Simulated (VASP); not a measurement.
# VH2 (Fm-3m) in VASP: notebook, part 3 of 3

VASP 6.6.1. The steps go on from the part before.

**6. Vibrations by perturbation theory, LDA**

The input, INCAR:

```
  PREC = Accurate
  ENCUT = 520
  EDIFF = 1E-8
  ISMEAR = -1
  SIGMA = 0.15
  LREAL = False
  LASPH = True
  NELM = 100
  ALGO = Normal
  ISIF = 2
  LWAVE = False
  LCHARG = False
  GGA = CA
  IBRION = 8
  NSW = 1
```

The input, KPOINTS:

```
Automatic mesh
0
Gamma
  18 18 18
```

The input, POSCAR:

```
VH2
1.0
    0.0000000000      2.0687031130      2.0687031130
    2.0687031130      0.0000000000      2.0687031130
    2.0687031130      2.0687031130      0.0000000000
V H
1 2
Direct
    0.0000000000      0.0000000000      0.0000000000
    0.2500000000      0.2500000000      0.2500000000
    0.7500000000      0.7500000000      0.7500000000
```

Potentials or basis: VASP PAW LDA potentials, release 64 (V_sv, H).

Started as:

```bash
> cat potpaw_LDA.64/V_sv/POTCAR potpaw_LDA.64/H/POTCAR > POTCAR
> mpirun -np 1 vasp_std > vasp.out
```

OUTCAR:

```text
PREC = Accurate
   ENCUT = 520
   EDIFF = 1E-8
   ISMEAR = -1
   LREAL = False
   LASPH = True
   NELM = 100
   ISIF = 2
   GGA = CA
   IBRION = 8
   NSW = 1

 ion  position               nearest neighbor table
   1  0.000  0.000  0.000-   2 1.79   3 1.79   3 1.79   3 1.79   3 1.79   2 1.79   2 1.79   2 1.79

   2  0.250  0.250  0.250-   1 1.79   1 1.79   1 1.79   1 1.79
   3  0.750  0.750  0.750-   1 1.79   1 1.79   1 1.79   1 1.79

  LATTYP: Found a face centered cubic cell.
 ALAT       =     4.1374062260

  Lattice vectors:

 A1 = (   0.0000000000,   2.0687031130,   2.0687031130)
 A2 = (   2.0687031130,   0.0000000000,   2.0687031130)
 A3 = (   2.0687031130,   2.0687031130,   0.0000000000)

Analysis of symmetry for initial positions (statically):
=====================================================================
 Subroutine PRICEL returns:
 Original cell was already a primitive cell.

 Routine SETGRP: Setting up the symmetry group for a
 face centered cubic supercell.

 Subroutine GETGRP returns: Found 48 space group operations
 (whereof 48 operations were pure point group operations)
 out of a pool of 48 trial point group operations.

The static configuration has the point symmetry O_h .

Analysis of symmetry for dynamics (positions and initial velocities):
=====================================================================
 Subroutine PRICEL returns:
 Original cell was already a primitive cell.

 Routine SETGRP: Setting up the symmetry group for a
 face centered cubic supercell.

 Subroutine GETGRP returns: Found 48 space group operations
 (whereof 48 operations were pure point group operations)
 out of a pool of 48 trial point group operations.

The dynamic configuration has the point symmetry O_h .

 Subroutine INISYM returns: Found 48 space group operations
 (whereof 48 operations are pure point group operations),
 and found     1 'primitive' translations

----------------------------------------------------------------------------------------

                                     Primitive cell

  volume of cell :      17.7062

  direct lattice vectors                    reciprocal lattice vectors
     0.000000000  2.068703113  2.068703113    -0.241697321  0.241697321  0.241697321
     2.068703113  0.000000000  2.068703113     0.241697321 -0.241697321  0.241697321
     2.068703113  2.068703113  0.000000000     0.241697321  0.241697321 -0.241697321

  length of vectors
     2.925587999  2.925587999  2.925587999     0.418632040  0.418632040  0.418632040

  position of ions in fractional coordinates (direct lattice)
     0.000000000  0.000000000  0.000000000
     0.250000000  0.250000000  0.250000000
     0.750000000  0.750000000  0.750000000
[... 474 lines left out ...]

  FORCE on cell =-STRESS in cart. coord.  units (eV):
  Direction    XX          YY          ZZ          XY          YZ          ZX
  --------------------------------------------------------------------------------------
  -------------------------------------------------------------------------------------
  Total        0.0415475      0.0415475      0.0415475      0.0000000      0.0000000      0.0000000
  in kB        3.7595102      3.7595102      3.7595102      0.0000000      0.0000000      0.0000000
  external PRESSURE =       3.7595102 kB  Pullay stress =       0.0000000 kB

 VOLUME and BASIS-vectors are now :
 -----------------------------------------------------------------------------
  energy-cutoff  :      520.00
  volume of cell :       17.71
      direct lattice vectors                 reciprocal lattice vectors
     0.000000000  2.068703113  2.068703113    -0.241697321  0.241697321  0.241697321
     2.068703113  0.000000000  2.068703113     0.241697321 -0.241697321  0.241697321
     2.068703113  2.068703113  0.000000000     0.241697321  0.241697321 -0.241697321

 POSITION                                       TOTAL-FORCE (eV/Angst)
 -----------------------------------------------------------------------------------
      0.00000      0.00000      0.00000         0.000000      0.000000      0.000000
      1.03435      1.03435      1.03435        -0.000000     -0.000000     -0.000000
      3.10305      3.10305      3.10305         0.000000      0.000000      0.000000
 -----------------------------------------------------------------------------------
    total drift:                               -0.000000      0.000000      0.000000

  FREE ENERGIE OF THE ION-ELECTRON SYSTEM (eV)
  ---------------------------------------------------
  free  energy   TOTEN  =       -17.9346777391 eV

  energy  without entropy=      -17.8303043195  energy(sigma->0) =      -17.88249103

[... ionic steps 2 to 3 ...]

--------------------------------------- Ionic step        4  -------------------------------------------

------------------------ aborting loop because EDIFF is reached ----------------------------------------

[... ionic steps 5 to 6 ...]

--------------------------------------- Ionic step        7  -------------------------------------------

 Free energy of the ion-electron system (eV)
  ---------------------------------------------------
  ---------------------------------------------------
  free energy    TOTEN  =        -0.01699044 eV

  energy without entropy =       -0.01699044

------------------------ aborting loop because EDIFF is reached ----------------------------------------

 INTERNAL STRAIN TENSOR  FOR ION    2  DIRECTION 1   (eV/Angst):
 -----------------------------------------------------------------------------
    -0.00090  0.00000  0.00000
     0.00000  0.00035 -5.11601
     0.00000 -5.11601  0.00035

 INTERNAL STRAIN TENSOR FOR ION    3 for displacements in x,y,z  (eV/Angst):
          X           Y           Z          XY          YZ          ZX
  --------------------------------------------------------------------------------
  x     0.00000     0.00000     0.00000     0.00000     5.11601     0.00000
  y     0.00000     0.00000     0.00000     0.00000     0.00000     5.11601
  z     0.00000     0.00000     0.00000     5.11601     0.00000     0.00000

 SECOND DERIVATIVES (NOT SYMMETRIZED)
 ------------------------------------
               1X          1Y          1Z          2X          2Y          2Z          3X          3Y          3Z
  1X   -10.894190    0.000000    0.000000    5.447095    0.000000    0.000000    5.447095    0.000000    0.000000
  1Y     0.000000  -10.894190    0.000000    0.000000    5.447095    0.000000    0.000000    5.447095    0.000000
  1Z     0.000000    0.000000  -10.894190    0.000000    0.000000    5.447095    0.000000    0.000000    5.447095
  2X     5.441637    0.000000    0.000000   -6.400298    0.000000    0.000000    0.958661    0.000000    0.000000
  2Y     0.000000    5.441637    0.000000    0.000000   -6.400298    0.000000    0.000000    0.958661   -0.000000
  2Z     0.000000    0.000000    5.441637    0.000000    0.000000   -6.400298    0.000000   -0.000000    0.958661
  3X     5.441637    0.000000    0.000000    0.958661    0.000000    0.000000   -6.400298    0.000000    0.000000
  3Y     0.000000    5.441637    0.000000    0.000000    0.958661   -0.000000    0.000000   -6.400298    0.000000
  3Z     0.000000    0.000000    5.441637    0.000000   -0.000000    0.958661    0.000000    0.000000   -6.400298

 Eigenvectors and eigenvalues of the dynamical matrix
 ----------------------------------------------------

   1 f  =   42.409085 THz   266.464139 2PiTHz 1414.614803 cm-1   175.389803 meV
             X         Y         Z           dx          dy          dz
      0.000000  0.000000  0.000000    -0.000000    0.000000   -0.000000
      1.034352  1.034352  1.034352     0.041375    0.693579    0.131287
      3.103055  3.103055  3.103055    -0.041375   -0.693579   -0.131287
[... 43 lines left out ...]
   9 f/i=    0.003554 THz     0.022333 2PiTHz    0.118562 cm-1     0.014700 meV
             X         Y         Z           dx          dy          dz
      0.000000  0.000000  0.000000     0.971807   -0.133321   -0.001290
      1.034352  1.034352  1.034352     0.136227   -0.018689   -0.000181
      3.103055  3.103055  3.103055     0.136227   -0.018689   -0.000181

--------------------------------------------------------------------------------------------------------

 ELASTIC MODULI CONTR FROM IONIC RELAXATION (kBar)
 Direction    XX          YY          ZZ          XY          YZ          ZX
 --------------------------------------------------------------------------------
 XX           0.0000      0.0000      0.0000      0.0000      0.0000      0.0000
 YY           0.0000      0.0000      0.0000      0.0000      0.0000      0.0000
 ZZ           0.0000      0.0000      0.0000      0.0000      0.0000      0.0000
 XY           0.0000      0.0000      0.0000   -643.6693      0.0000     -0.0000
 YZ           0.0000      0.0000      0.0000      0.0000   -643.6693     -0.0000
 ZX           0.0000      0.0000      0.0000     -0.0000     -0.0000   -643.6693
 --------------------------------------------------------------------------------
```

OSZICAR:

```text
N       E                     dE             d eps       ncg     rms          rms(c)
DAV:   1     0.101272233624E+03    0.10127E+03   -0.81622E+03  4298   0.146E+03
DAV:   2    -0.179356728932E+02   -0.11921E+03   -0.11580E+03  4386   0.392E+02
DAV:   3    -0.204243319776E+02   -0.24887E+01   -0.24168E+01  5052   0.646E+01
DAV:   4    -0.204444775750E+02   -0.20146E-01   -0.20070E-01  4460   0.563E+00
[... 41 lines left out ...]
RMM:   7    -0.169884660665E-01    0.19589E-05   -0.63561E-08 26522   0.247E-03    0.405E-04
RMM:   8    -0.169902297627E-01   -0.17637E-05   -0.10229E-08 27707   0.860E-04    0.648E-05
RMM:   9    -0.169904298407E-01   -0.20008E-06   -0.23590E-09 32643   0.226E-04    0.231E-05
RMM:  10    -0.169904372867E-01   -0.74460E-08   -0.83657E-10 30052   0.678E-05    0.355E-06
 Linear response finished
```

Wall time 2 min (1 thread of Intel Xeon 6975P-C (Granite Rapids), shared host); peak memory 0.48 GiB.

Results:

| Quantity | Value |
| --- | --- |
| Highest phonon frequency at Γ | 1415 cm⁻¹ |

Phonon frequencies in cm⁻¹ (negative: imaginary):
```tsv
q point	frequencies
(0.000, 0.000, 0.000)	0 0 0 1240 1240 1240 1415 1415 1415
```
